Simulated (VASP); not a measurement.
# TiO2 (pbe) (P4_2/mnm) in VASP: further runs

The runs below take TiO2 (pbe) through single point, relaxation of cell and atoms, with PBE.

Program: VASP 6.6.1. These are calculated values, not measurements. Logs are shortened: lines on timing, memory, paths and dates and some standing lists are left out, and cuts for length are marked.

**Experimental background.**

From “Shallow Valence Band of Rutile GeO2 and P-type Doping”, 2020, arxiv:2011.08928, for a bulk crystal of TiO2 at 1.6 K: band gap 3.03 eV (direct).

The results are compared with them further down.

## 1. The cell of the first run

Symmetry: P4_2/mnm, No. 136, tetragonal system. Conventional cell: a = 4.644 Å, b = 4.644 Å, c = 2.964 Å, α = 90.00°, β = 90.00°, γ = 90.00°. Within 2.6 Å of Ti (site symmetry mmm) lie 6 O at 1.96 to 2.00 Å. Within 2.6 Å of O (site symmetry m2m) lie 3 Ti at 1.96 to 2.00 Å and 1 O at 2.56 Å.

## 2. Single point, PBE

Contents of INCAR:

```
SYSTEM = TiO2
ALGO = Normal
EDIFF = 1E-6
ENCUT = 520
GGA = PE
ISIF = 2
ISMEAR = 0
LASPH = .TRUE.
LCHARG = .FALSE.
LREAL = .FALSE.
LWAVE = .FALSE.
NBANDS = 33
NELM = 80
PREC = Accurate
SIGMA = 0.02
```

Contents of KPOINTS:

```
k-points
0
G
  6 6 10
  0 0 0
```

Contents of POSCAR:

```
TiO2
1.0
    4.6435305201      0.0000000000      0.0000000000
    0.0000000000      4.6435305201      0.0000000000
    0.0000000000      0.0000000000      2.9636894529
Ti O
2 4
Direct
    0.0000000000      0.0000000000      0.0000000000
    0.5000000000      0.5000000000      0.5000000000
    0.3051201689      0.3051201689      0.0000000000
    0.1948798311      0.8051201689      0.5000000000
    0.6948798311      0.6948798311      0.0000000000
    0.8051201689      0.1948798311      0.5000000000
```

Potentials or basis: VASP PAW PBE potentials, release 64 (Ti_sv, O).

On the command line:

```sh
$ cat potpaw_PBE.64/Ti_sv/POTCAR potpaw_PBE.64/O/POTCAR > POTCAR
$ mpirun -np 1 vasp_std > vasp.out
```

OUTCAR:

```text
SYSTEM = TiO2
   EDIFF = 1E-6
   ENCUT = 520
   GGA = PE
   ISIF = 2
   ISMEAR = 0
   LASPH = .TRUE.
   LREAL = .FALSE.
   NELM = 80
   PREC = Accurate

 ion  position               nearest neighbor table
   1  0.000  0.000  0.000-   4 1.96   6 1.96   4 1.96   6 1.96   5 2.00   3 2.00
   2  0.500  0.500  0.500-   3 1.96   5 1.96   3 1.96   5 1.96   4 2.00   6 2.00
   3  0.305  0.305  0.000-   2 1.96   2 1.96   1 2.00
   4  0.195  0.805  0.500-   1 1.96   1 1.96   2 2.00
   5  0.695  0.695  0.000-   2 1.96   2 1.96   1 2.00
   6  0.805  0.195  0.500-   1 1.96   1 1.96   2 2.00

  LATTYP: Found a simple tetragonal cell.
 ALAT       =     4.6435305201
 C/A-ratio  =     0.6382405457

  Lattice vectors:

 A1 = (   4.6435305201,   0.0000000000,   0.0000000000)
 A2 = (   0.0000000000,   4.6435305201,   0.0000000000)
 A3 = (   0.0000000000,   0.0000000000,   2.9636894529)

Analysis of symmetry for initial positions (statically):
=====================================================================
 Subroutine PRICEL returns:
 Original cell was already a primitive cell.

 Routine SETGRP: Setting up the symmetry group for a
 simple tetragonal supercell.

 Subroutine GETGRP returns: Found 16 space group operations
 (whereof  8 operations were pure point group operations)
 out of a pool of 16 trial point group operations.

The static configuration has the point symmetry D_2h.
 The point group associated with its full space group is D_4h.

Analysis of symmetry for dynamics (positions and initial velocities):
=====================================================================
 Subroutine PRICEL returns:
 Original cell was already a primitive cell.

 Routine SETGRP: Setting up the symmetry group for a
 simple tetragonal supercell.

 Subroutine GETGRP returns: Found 16 space group operations
 (whereof  8 operations were pure point group operations)
 out of a pool of 16 trial point group operations.

The dynamic configuration has the point symmetry D_2h.
 The point group associated with its full space group is D_4h.

 Subroutine INISYM returns: Found 16 space group operations
 (whereof  8 operations are pure point group operations),
 and found     1 'primitive' translations

----------------------------------------------------------------------------------------

                                     Primitive cell

  volume of cell :      63.9042

  direct lattice vectors                    reciprocal lattice vectors
     4.643530520  0.000000000  0.000000000     0.215353382  0.000000000  0.000000000
     0.000000000  4.643530520  0.000000000     0.000000000  0.215353382  0.000000000
     0.000000000  0.000000000  2.963689453     0.000000000  0.000000000  0.337417269

  length of vectors
     4.643530520  4.643530520  2.963689453     0.215353382  0.215353382  0.337417269

  position of ions in fractional coordinates (direct lattice)
     0.000000000  0.000000000  0.000000000
     0.500000000  0.500000000  0.500000000
     0.305120169  0.305120169  0.000000000
     0.194879831  0.805120169  0.500000000
     0.694879831  0.694879831  0.000000000
     0.805120169  0.194879831  0.500000000

  ion indices of the primitive-cell ions
   primitive index   ion index
                 1           1
                 2           2
                 3           3
                 4           4
                 5           5
                 6           6

----------------------------------------------------------------------------------------

 KPOINTS: k-points

Automatic generation of k-mesh.
 Grid dimensions read from file:
 generate k-points for:    6    6   10

 Generating k-lattice:

  Cartesian coordinates                     Fractional coordinates (reciprocal lattice)
     0.035892230  0.000000000  0.000000000     0.166666667  0.000000000  0.000000000
     0.000000000  0.035892230  0.000000000     0.000000000  0.166666667  0.000000000
     0.000000000  0.000000000  0.033741727     0.000000000  0.000000000  0.100000000

  Length of vectors
     0.035892230  0.035892230  0.033741727

  Shift w.r.t. Gamma in fractional coordinates (k-lattice)
     0.000000000  0.000000000  0.000000000

 Subroutine IBZKPT returns following result:
 ===========================================

 Found     60 irreducible k-points:

 Following reciprocal coordinates:
            Coordinates               Weight
  0.000000  0.000000  0.000000      1.000000
  0.166667  0.000000  0.000000      4.000000
  0.333333  0.000000  0.000000      4.000000
  0.500000  0.000000  0.000000      2.000000
  0.166667  0.166667  0.000000      4.000000
  0.333333  0.166667  0.000000      8.000000
[... 16 lines left out ...]
  0.333333  0.000000  0.200000      8.000000
  0.500000  0.000000  0.200000      4.000000
 [... further k-points ...]
   k-points           NKPTS =     60   k-points in BZ     NKDIM =     60   number of bands    NBANDS=     33
   number of dos      NEDOS =    301   number of ions     NIONS =      6
   total plane-waves  NPLWV =  31104
   dimension x,y,z NGX =    36 NGY =   36 NGZ =   24
   dimension x,y,z NGXF=    72 NGYF=   72 NGZF=   48
   ions per type =               2   4
   NGX,Y,Z   is equivalent  to a cutoff of  12.89, 12.89, 13.46 a.u.
   NGXF,Y,Z  is equivalent  to a cutoff of  25.78, 25.78, 26.93 a.u.
 SYSTEM =  TiO2
   PREC   = accura    normal or accurate (medium, high low for compatibility)
   ISTART =      0    job   : 0-new  1-cont  2-samecut
   ICHARG =      2    charge: 1-file 2-atom 10-const
   ISPIN  =      1    spin polarized calculation?
   LNONCOLLINEAR =      F non collinear calculations
   LSORBIT =      F    spin-orbit coupling
   LASPH  =      T    aspherical Exc in radial PAW
   ENCUT  =  520.0 eV  38.22 Ry    6.18 a.u.   8.63  8.63  5.51*2*pi/ulx,y,z
   NELM   =     80;   NELMIN=  2; NELMDL= -5     # of ELM steps
   EDIFF  = 0.1E-05   stopping-criterion for ELM
   LREAL  =      F    real-space projection
   EDIFFG = 0.1E-04   stopping-criterion for IOM
   NSW    =      0    number of steps for IOM
   IBRION =     -1    ionic relax: 0-MD 1-quasi-New 2-CG
   NFREE  =      0    steps in history (QN), initial steepest desc. (CG)
   ISIF   =      2    stress and relaxation
   ISYM   =      2    0-nonsym 1-usesym 2-fastsym
   POTIM  = 0.5000    time-step for ionic-motion
   TEBEG  =    0.0;   TEEND  =   0.0 temperature during run
   PSTRESS=    0.0 pullay stress
   NELECT =      48.0000    total number of electrons
   NUPDOWN=      -1.0000    fix difference up-down
   EMIN   =  10.00;   EMAX   =-10.00  energy-range for DOS
   EFERMI =   0.00;   METHOD = LEGACY
   ISMEAR =     0;   SIGMA  =   0.02  broadening in eV -4-tet -1-fermi 0-gaus
   EFERMI_NEDOS =   21; number of points for ismear=-14 and -15
   IALGO  =     38    algorithm
   IMIX   =      4    mixing-type and parameters
     AMIX     =   0.40;   BMIX     =  1.00
     AMIX_MAG =   1.60;   BMIX_MAG =  1.00
  volume/ion in A,a.u.               =      10.65        71.87
  Fermi-wavevector in a.u.,A,eV,Ry     =   1.488146  2.812188 30.131161  2.214578
  Thomas-Fermi vector in A             =   2.601217
   LORBIT       =      0    0 simple, 1 ext, 2 COOP (PROOUT), +10 PAW based schemes
   GGA     = PE    functional components
   LHFCALC =     F    Hartree Fock is set to
   AEXX    =    0.0000 exact exchange contribution
   IVDW    =     0    specifies the selected vdW correction
   LEPSILON=     F    determine dielectric tensor
   LRPA    =     F    only Hartree local field effects (RPA)
 non-spin polarized calculation
 Gauss-broadening in eV      SIGMA  =   0.02
  energy-cutoff  :      520.00
  volume of cell :       63.90
 maximum number of plane-waves:      1748
 NGX is ok and might be reduce to    36
   NGX = 17   NGY = 17   NGZ = 11

 number of electron      48.0000021 magnetization

 Free energy of the ion-electron system (eV)
  ---------------------------------------------------
  ext. energy  EPLUGINS =         0.00000000
  ---------------------------------------------------
  free energy    TOTEN  =       -53.67623463 eV

  energy without entropy =      -53.67623463  energy(sigma->0) =      -53.67623463

 E-fermi :   4.6967     XC(G=0): -11.2844

 val. band max:        4.5763239321   @ k =   0.0000   0.0000   0.0000
 cond. band min:       6.4113257620   @ k =   0.0000   0.0000   0.0000
 fundamental gap:      1.8350018298
 Fermi energy:         4.6967029941

 k-point     1 :       0.0000    0.0000    0.0000
  band No.  band energies     occupation
      1     -52.3826      2.00000
      2     -52.3677      2.00000
      3     -28.6694      2.00000
      4     -28.6694      2.00000
      5     -28.5195      2.00000
      6     -28.5195      2.00000
[... 25 lines left out ...]
     32      11.0472      0.00000
     33      11.0473      0.00000

 k-point     2 :       0.1667    0.0000    0.0000
  band No.  band energies     occupation
      1     -52.3816      2.00000
      2     -52.3687      2.00000
      3     -28.6616      2.00000
      4     -28.6609      2.00000
      5     -28.5288      2.00000
      6     -28.5281      2.00000
[... 25 lines left out ...]
     32      10.9614      0.00000
     33      10.9791      0.00000

 k-point     3 :       0.3333    0.0000    0.0000
  band No.  band energies     occupation
      1     -52.3789      2.00000
      2     -52.3714      2.00000
      3     -28.6413      2.00000
      4     -28.6396      2.00000
      5     -28.5519      2.00000
      6     -28.5501      2.00000
[... 25 lines left out ...]
     32      10.7902      0.00000
     33      10.8241      0.00000

 k-point     4 :       0.5000    0.0000    0.0000
  band No.  band energies     occupation
      1     -52.3751      2.00000
      2     -52.3751      2.00000
      3     -28.6243      2.00000
      4     -28.6243      2.00000
      5     -28.5679      2.00000
      6     -28.5679      2.00000
[... 673 lines left out ...]
     32      10.3495      0.00000
     33      10.5641      0.00000

 k-point    23 :       0.3333    0.0000    0.2000
  band No.  band energies     occupation
      1     -52.3648      2.00000
      2     -52.3588      2.00000
      3     -28.6397      2.00000
      4     -28.6214      2.00000
      5     -28.6030      2.00000
      6     -28.5903      2.00000
[... 25 lines left out ...]
     32       9.9601      0.00000
     33      10.5648      0.00000

 k-point    24 :       0.5000    0.0000    0.2000
  band No.  band energies     occupation
      1     -52.3618      2.00000
      2     -52.3618      2.00000
      3     -28.6324      2.00000
      4     -28.6324      2.00000
      5     -28.5866      2.00000
      6     -28.5866      2.00000
[... 25 lines left out ...]
     32       9.7617      0.00000
     33      10.9144      0.00000

 [... further k-points ...]
[... 5 lines left out ...]
  --------------------------------------------------------------------------------------
  -------------------------------------------------------------------------------------
  Total        0.2147705      0.2147705      0.3546660     -0.0000000      0.0000000      0.0000000
  in kB        5.3846301      5.3846301      8.8920295     -0.0000000      0.0000000      0.0000000
  external PRESSURE =       6.5537632 kB  Pullay stress =       0.0000000 kB

 VOLUME and BASIS-vectors are now :
 -----------------------------------------------------------------------------
  energy-cutoff  :      520.00
  volume of cell :       63.90
      direct lattice vectors                 reciprocal lattice vectors
     4.643530520  0.000000000  0.000000000     0.215353382  0.000000000  0.000000000
     0.000000000  4.643530520  0.000000000     0.000000000  0.215353382  0.000000000
     0.000000000  0.000000000  2.963689453     0.000000000  0.000000000  0.337417269

 POSITION                                       TOTAL-FORCE (eV/Angst)
 -----------------------------------------------------------------------------------
      0.00000      0.00000      0.00000         0.000000      0.000000      0.000000
      2.32177      2.32177      1.48184         0.000000      0.000000      0.000000
      1.41683      1.41683      0.00000        -0.019455     -0.019455     -0.000000
      0.90493      3.73860      1.48184         0.019455     -0.019455     -0.000000
      3.22670      3.22670      0.00000         0.019455      0.019455      0.000000
      3.73860      0.90493      1.48184        -0.019455      0.019455      0.000000
 -----------------------------------------------------------------------------------
    total drift:                                0.000000      0.000000      0.000000

  FREE ENERGIE OF THE ION-ELECTRON SYSTEM (eV)
  ---------------------------------------------------
  free  energy   TOTEN  =       -53.6762346263 eV

  energy  without entropy=      -53.6762346263  energy(sigma->0) =      -53.67623463
```

Run time: 61 s. Hardware: 1 thread of Intel Xeon Platinum 8488C (Sapphire Rapids), shared host; peak memory 0.24 GiB.

Results:

* Free energy: -53.6762 eV
* Pressure: 0.7 GPa
* Largest force: 0.028 eV/Å
* Band gap on the k mesh: 1.83 eV, direct

Forces in eV/Å, atoms in the order of the input:
```
Ti   0.000  0.000  0.000
Ti   0.000  0.000  0.000
O   -0.019 -0.019  0.000
O    0.019 -0.019  0.000
O    0.019  0.019  0.000
O   -0.019  0.019  0.000
```

## 3. Relaxation of cell and atoms, PBE

This run uses another cell than the first one, of 10.39 Å³/atom, 0.976 times its volume.

Contents of INCAR:

```
SYSTEM = TiO2
PREC = Accurate ; ENCUT = 600
EDIFF = 1E-6 ; ISMEAR = 0
SIGMA = 0.02 ; LREAL = .False.
LASPH = .True. ; NELM = 60
ALGO = Normal ; ISIF = 3
LWAVE = .False. ; LCHARG = .False.
GGA = PE ; IBRION = 2
NSW = 100 ; EDIFFG = -0.002
```

Contents of KPOINTS:

```
regular mesh
0
Gamma
  6 6 10
  0 0 0
```

Contents of POSCAR:

```
TiO2
1.0
    4.5922000000      0.0000000000      0.0000000000
    0.0000000000      4.5922000000      0.0000000000
    0.0000000000      0.0000000000      2.9574000000
Ti O
2 4
Direct
    0.0000000000      0.0000000000      0.0000000000
    0.5000000000      0.5000000000      0.5000000000
    0.3049600000      0.3049600000      0.0000000000
    0.1950400000      0.8049600000      0.5000000000
    0.6950400000      0.6950400000      0.0000000000
    0.8049600000      0.1950400000      0.5000000000
```

Potentials or basis: VASP PAW PBE potentials, release 64 (Ti_sv, O).

On the command line:

```sh
$ cat potpaw_PBE.64/Ti_sv/POTCAR potpaw_PBE.64/O/POTCAR > POTCAR
$ mpirun -np 1 vasp_std > vasp.out
```

Run time: 6.1 min. Hardware: 1 thread of Intel Xeon Platinum 8488C (Sapphire Rapids), shared host; peak memory 0.26 GiB.

Results (log left out):

```yaml
Free_energy: -53.6806 eV
Relaxed_volume: 10.67 Å³/atom
Relaxed_cell: a = 4.645 Å, b = 4.645 Å, c = 2.967 Å, α = 90.00°, β = 90.00°, γ = 90.00°
Space_group_after_relaxing_to_0.05_Å: P4_2/mnm (No. 136)
Energy_gained_by_relaxing: 5.0 meV/atom
Ionic_steps: 13
Pressure_after_relaxing: 0.0 GPa
Band_gap_on_the_k_mesh: 1.82 eV, direct
```

The path:
```tsv
step	energy change (eV)	largest force (eV/Å)	pressure (GPa)	volume (Å³)
1	0.0000	0.1242	5.83	62.37
2	0.0143	0.2349	-6.47	65.84
3	-0.0277	0.0461	0.00	63.89
4	-0.0295	0.0182	-0.01	63.98
5	-0.0297	0.0032	-0.01	64.02
6	-0.0297	0.0054	-0.03	64.02
7	-0.0297	0.0045	-0.04	64.02
8	-0.0297	0.0016	0.04	64.00
9	-0.0298	0.0007	0.02	64.00
10	-0.0298	0.0015	0.05	64.01
11	-0.0298	0.0031	0.00	64.01
12	-0.0298	0.0021	-0.01	64.01
13	-0.0298	0.0015	0.00	64.01
```

Final structure:
```yaml
crystal:
  lattice:
    - [4.64501, 0.00000, 0.00000]
    - [0.00000, 4.64501, 0.00000]
    - [0.00000, 0.00000, 2.96664]
  atoms:
    - { symbol: Ti, position: [0.00000, 0.00000, 0.00000] }
    - { symbol: Ti, position: [0.50000, 0.50000, 0.50000] }
    - { symbol: O, position: [0.30497, 0.30497, 0.00000] }
    - { symbol: O, position: [0.19503, 0.80497, 0.50000] }
    - { symbol: O, position: [0.69503, 0.69503, 0.00000] }
    - { symbol: O, position: [0.80497, 0.19503, 0.50000] }
```

Levels at points of the mesh, in eV from the valence-band top:
```csv
k point,band 22,band 23,band 24,band 25,band 26,band 27
"(0.00, 0.00, 0.00)",-0.43,-0.43,0.00,1.82,2.11,2.37
"(0.50, 0.00, 0.00)",-1.56,-0.71,-0.71,2.47,2.47,2.93
"(0.50, 0.50, 0.00)",-1.25,-1.04,-1.04,1.86,1.86,2.47
"(0.00, 0.00, 0.50)",-2.23,-1.40,-1.40,2.87,2.87,3.13
"(0.50, 0.00, 0.50)",-1.98,-0.99,-0.99,1.87,1.87,3.15
"(0.50, 0.50, 0.50)",-1.21,-0.67,-0.67,2.52,2.52,3.13
```

A k mesh can miss the band edges. PBE usually gives volumes a little too large and moduli too small.

## 4. Against experiment

Step 2. A measured gap of TiO2 is 3.03 eV (direct; 1.6 K; quoted in “Shallow Valence Band of Rutile GeO2 and P-type Doping”, 2020, arxiv:2011.08928); the calculated 1.83 eV misses it by -1.19 eV. 2 values of this kind are on record in papers (3.03 to 3.05 eV); this one was drawn at random among those near their median. The value is that of PBE on a finite k mesh, which can miss the band edges, without temperature or zero-point motion. Semilocal functionals fall short of measured gaps as a rule.
